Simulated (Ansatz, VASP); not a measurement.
# One calculation of AgW2, two programs

```
Ag W
1.0
     1.52624    0.88117    6.62695
    -1.52624    0.88117    6.62695
     0.00000   -1.76235    6.62695
Ag W
1 2
Cartesian
  0.0000 0.0000 0.0000
  0.0000 0.0000 15.6641
  0.0000 0.0000 4.2167
```

Alike in both runs: functional PBE; k mesh 6 × 6 × 6; occupations gaussian, width 0.1 eV; no spin polarisation.

Ansatz relaxed the structure, and its values are those at the end. VASP's run is a single point on that final structure, the one shown.

```csv
,VASP,Ansatz
version,VASP 6.6.1,Ansatz 0.2.0
potentials or method,"VASP PAW PBE potentials, release 64 (Ag_sv_GW, W_sv), cutoff 630 eV","scalar-relativistic, plane waves, PAW"
valence electrons in the cell,47,47
```

|  | VASP | Ansatz | Ansatz less VASP |
| --- | --- | --- | --- |
| gap on the k mesh at the Fermi level (eV) | none | none | - |
| pressure (GPa) | 0.4 | 0.0 | -0.39 |
| rms of the force components (eV/Å) | 0.039 | 0.001 | -0.0383 |

A gap of «none» marks a metal or a gap that the smearing closes.

The k mesh is coarse, so the values compare programs but aren't converged. Spin-orbit coupling is off throughout.
